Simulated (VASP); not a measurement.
# TiN (Fm-3m) in VASP: a series of runs, part 2 of 2

VASP 6.6.1. The steps go on from the part before.

### 3 Single point, PBE, collinear spin (8.81 Å³/atom)

This run uses another cell than the first one, of 8.81 Å³/atom.

File INCAR:

```
PREC = Accurate
ENCUT = 520
EDIFF = 1E-6
ISMEAR = 0
SIGMA = 0.15
LREAL = False
LASPH = True
NELM = 150
ALGO = Normal
ISIF = 2
LWAVE = False
LCHARG = False
ISPIN = 2
MAGMOM = 0.25 0
LORBIT = 11
NUPDOWN = 0.25
LMAXMIX = 4
GGA = PE
NBANDS = 20
```

File KPOINTS:

```
Automatic mesh
0
Gamma
  20 20 20
```

File POSCAR:

```
TiN
1.0
    0.0000000000      2.0651075071      2.0651075071
    2.0651075071      0.0000000000      2.0651075071
    2.0651075071      2.0651075071      0.0000000000
Ti N
1 1
Direct
    0.0000000000      0.0000000000      0.0000000000
    0.5000000000      0.5000000000      0.5000000000
```

Potentials or basis: VASP PAW PBE potentials, release 64 (Ti_sv, N).

Started as:

```bash
$ cat potpaw_PBE.64/Ti_sv/POTCAR potpaw_PBE.64/N/POTCAR > POTCAR
$ mpirun -np 1 vasp_std > vasp.out
```

OUTCAR:

```text
PREC = Accurate
   ENCUT = 520
   EDIFF = 1E-6
   ISMEAR = 0
   LREAL = False
   LASPH = True
   NELM = 150
   ISIF = 2
   ISPIN = 2
   LORBIT = 11
   NUPDOWN = 0.25
   GGA = PE

 ion  position               nearest neighbor table
   1  0.000  0.000  0.000-   2 2.07   2 2.07   2 2.07   2 2.07   2 2.07   2 2.07
   2  0.500  0.500  0.500-   1 2.07   1 2.07   1 2.07   1 2.07   1 2.07   1 2.07

  LATTYP: Found a face centered cubic cell.
 ALAT       =     4.1302150142

  Lattice vectors:

 A1 = (   0.0000000000,   2.0651075071,   2.0651075071)
 A2 = (   2.0651075071,   0.0000000000,   2.0651075071)
[... 1319 lines left out ...]

 VOLUME and BASIS-vectors are now :
 -----------------------------------------------------------------------------
  energy-cutoff  :      520.00
  volume of cell :       17.61
      direct lattice vectors                 reciprocal lattice vectors
     0.000000000  2.065107507  2.065107507    -0.242118146  0.242118146  0.242118146
     2.065107507  0.000000000  2.065107507     0.242118146 -0.242118146  0.242118146
     2.065107507  2.065107507  0.000000000     0.242118146  0.242118146 -0.242118146

 POSITION                                       TOTAL-FORCE (eV/Angst)
 -----------------------------------------------------------------------------------
      0.00000      0.00000      0.00000        -0.000000     -0.000000      0.000000
      2.06511      2.06511      2.06511         0.000000      0.000000     -0.000000
 -----------------------------------------------------------------------------------
    total drift:                                0.000000     -0.000000     -0.000000

  FREE ENERGIE OF THE ION-ELECTRON SYSTEM (eV)
  ---------------------------------------------------
  free  energy   TOTEN  =       -19.4823199213 eV

  energy  without entropy=      -19.4732300827  energy(sigma->0) =      -19.47777500

 total charge

# of ion       s       p       d       tot
------------------------------------------
    1        2.202   6.276   2.072  10.550
    2        1.255   2.560   0.000   3.815
--------------------------------------------------
tot          3.456   8.836   2.072  14.365

 magnetization (x)

# of ion       s       p       d       tot
------------------------------------------
    1        0.002   0.002   0.188   0.191
    2        0.000   0.014   0.000   0.014
--------------------------------------------------
tot          0.002   0.016   0.188   0.205
```

OSZICAR:

```text
N       E                     dE             d eps       ncg     rms          rms(c)
DAV:   1     0.141163522305E+03    0.14116E+03   -0.75722E+03 20780   0.103E+03
DAV:   2    -0.161770155694E+02   -0.15734E+03   -0.14573E+03 21080   0.304E+02
DAV:   3    -0.243759260921E+02   -0.81989E+01   -0.80792E+01 25076   0.714E+01
DAV:   4    -0.245329987657E+02   -0.15707E+00   -0.15687E+00 23476   0.935E+00
DAV:   5    -0.245353595173E+02   -0.23608E-02   -0.23607E-02 23916   0.104E+00    0.206E+01
DAV:   6    -0.197584894077E+02    0.47769E+01   -0.77051E+00 29588   0.440E+01    0.733E+00
DAV:   7    -0.195009335658E+02    0.25756E+00   -0.10967E+00 24548   0.121E+01    0.586E+00
DAV:   8    -0.196026414303E+02   -0.10171E+00   -0.46902E-01 31836   0.947E+00    0.503E+00
DAV:   9    -0.194867388754E+02    0.11590E+00   -0.12565E-01 26796   0.535E+00    0.125E+00
DAV:  10    -0.194842017242E+02    0.25372E-02   -0.10825E-02 25168   0.100E+00    0.580E-01
DAV:  11    -0.194824237335E+02    0.17780E-02   -0.16798E-03 28028   0.588E-01    0.133E-01
DAV:  12    -0.194823178088E+02    0.10592E-03   -0.29016E-04 26888   0.153E-01    0.701E-02
DAV:  13    -0.194823198684E+02   -0.20596E-05   -0.25811E-05 25088   0.434E-02    0.171E-02
DAV:  14    -0.194823199213E+02   -0.52948E-07   -0.33780E-06 23280   0.259E-02
   1 F= -.19482320E+02 E0= -.19477775E+02  d E =-.908984E-02  mag=     0.2500
```

Run time: 65 s. Hardware: 1 thread of Intel Xeon 6975P-C (Granite Rapids), shared host; peak memory 0.25 GiB.

Results:

```
Free energy                                           : -19.4823 eV
Pressure                                              : 28.7 GPa
Net moment                                            : 0.25 μB per cell
Site moments                                          : Ti +0.19; N +0.01 μB
Valence electrons inside the program's atomic spheres : Ti 10.55; N 3.81
```

Caveat: the cell stands under pressure; the total moment is fixed, so each spin has its own Fermi level and the state may be an excited one.

### 4 Single point, PBE, collinear spin (8.81 Å³/atom)

This run uses another cell than the first one, of 8.81 Å³/atom.

File INCAR:

```
SYSTEM = TiN
PREC     = Accurate       ! precision mode
ENCUT    = 520            ! plane-wave cutoff, eV
EDIFF    = 1E-6           ! SCF threshold, eV
ISMEAR   = 0              ! smearing method
SIGMA    = 0.15           ! smearing width, eV
LREAL    = .FALSE.        ! projectors in reciprocal space
LASPH    = .TRUE.         ! aspherical terms in the spheres
NELM     = 150            ! most SCF steps
ALGO     = Normal         ! electronic algorithm
ISIF     = 2              ! what is computed and relaxed
LWAVE    = .FALSE.        ! write WAVECAR
LCHARG   = .FALSE.        ! write CHGCAR
ISPIN    = 2              ! spin polarisation
MAGMOM   = 0.875 0        ! initial moments
LORBIT   = 11             ! projections on sites
NUPDOWN  = 0.875          ! fixed moment
LMAXMIX  = 4              ! l up to which the mixer works
GGA      = PE             ! functional
NBANDS   = 20             ! bands
```

File KPOINTS:

```
Automatic mesh
0
G
  20 20 20
  0 0 0
```

POSCAR is that of step 3.

Started as:

```bash
$ cat potpaw_PBE.64/Ti_sv/POTCAR potpaw_PBE.64/N/POTCAR > POTCAR
$ mpirun -np 1 vasp_std > vasp.out
```

Run time: 69 s. Hardware: 1 thread of Intel Xeon 6975P-C (Granite Rapids), shared host; peak memory 0.25 GiB.

It converged, with:

- Free energy: -19.1098 eV
- Pressure: 35.1 GPa
- Net moment: 0.88 μB per cell
- Site moments: Ti +0.66; N +0.06 μB
- Valence electrons inside the program's atomic spheres: Ti 10.56; N 3.82

Caveat: the cell stands under pressure; the total moment is fixed, so each spin has its own Fermi level and the state may be an excited one.

### 5 Overview

| fixed moment (μB) | cell | pressure (GPa) | moment (μB) |
| --- | --- | --- | --- |
| 0.625 | a = 3.118 Å, angles 60.0°, 2 atoms | -21.8 | 0.62 |
| 0.25 | a = 2.921 Å, angles 60.0°, 2 atoms | 28.7 | 0.25 |
| 0.875 | a = 2.921 Å, angles 60.0°, 2 atoms | 35.1 | 0.88 |

Alike in all rows: task single point; level PBE; potentials or basis VASP PAW PBE potentials, release 64 (Ti_sv, N); spin collinear; k mesh 20 × 20 × 20; cutoff (eV) 520; smearing gaussian 0.15 eV.

Caveats: the total moment is fixed, so each spin has its own Fermi level and the state may be an excited one; the cell stands under pressure (at least some runs); the cell stands under tension (at least some runs).

Absolute energies hang on the potentials; compare differences alone.
